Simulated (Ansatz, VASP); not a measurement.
## GaP: VASP beside Ansatz

```
Ga P
1.0
     0.00000    2.76415    2.76415
     2.76415    0.00000    2.76415
     2.76415    2.76415    0.00000
Ga P
1 1
Cartesian
  0.0000 0.0000 0.0000
  1.3821 1.3821 1.3821
```

Alike in both runs: task single point; functional HSE06; k mesh 4 × 4 × 4; occupations fermi-dirac, width 0.05 eV; no spin polarisation.

|  | VASP | Ansatz |
| --- | --- | --- |
| version | VASP 6.6.1 | Ansatz 0.2.0 development build |
| potentials or method | VASP PAW PBE potentials, release 64 (Ga_d, P) | plane waves, PAW datasets (generated soft set 1) |
| plane-wave cutoff (eV) | 520 | 420 |
| valence electrons in the cell | 18 | 18 |

```csv
,VASP,Ansatz,Ansatz less VASP
gap on the k mesh at the Fermi level (eV),2.39,2.39,0.000
```

The k mesh is coarse, so the values compare programs but aren't converged.
